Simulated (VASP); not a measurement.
KHfO2:

```
CELL_PARAMETERS angstrom
4.19589 0.00000 0.00000
-2.09794 3.63374 0.00000
0.00000 0.00000 5.57664
ATOMIC_POSITIONS crystal
K 0.00000 0.00000 0.50000
Hf 0.00000 0.00000 0.00000
O 0.66667 0.33333 0.50000
O 0.33333 0.66667 0.00000
```

- Program: VASP 6.6.1
- Task: relaxation of cell and atoms
- Functional: PBE
- Potentials or basis: VASP PAW PBE potentials, release 64 (K_sv, Hf_pv, O)
- Cutoff: 600 eV
- k mesh: 6 × 6 × 4
- Occupations: gaussian, width 0.1 eV
- Spin: no spin polarisation

At the start: pressure -10.9 GPa; volume 21.26 Å³/atom.

Task: How do energy, volume and symmetry change on relaxing?

Result: Over 9 steps the energy falls by 398.8 meV/atom and the volume is 20.54 Å³/atom (-3.4 %); space group P-6m2 (No. 187, to 0.05 Å).

The path:
```tsv
step	energy change (eV)	largest force (eV/Å)	pressure (GPa)	volume (Å³)
1	0.0000	0.0000	-10.88	85.03
2	-1.2721	0.0000	10.00	67.65
3	-1.3956	0.0000	2.66	70.99
4	-1.3949	0.0000	3.20	70.72
5	-1.4766	0.0000	1.88	73.44
6	-1.5796	0.0000	-0.73	80.83
7	-1.5840	0.0000	-1.24	82.64
8	-1.5823	0.0000	1.88	81.60
9	-1.5952	0.0000	0.22	82.15
```

Final structure:
```yaml
crystal:
  lattice:
    - [3.74814, 0.00000, 0.00000]
    - [-1.87407, 3.24598, 0.00000]
    - [0.00000, 0.00000, 6.75253]
  atoms:
    - { symbol: K, position: [0.00000, 0.00000, 0.50000] }
    - { symbol: Hf, position: [0.00000, 0.00000, 0.00000] }
    - { symbol: O, position: [0.66667, 0.33333, 0.50000] }
    - { symbol: O, position: [0.33333, 0.66667, 0.00000] }
```

Caveat: an odd number of electrons without spin polarisation forces a metal; a magnetic or distorted state may lie lower.
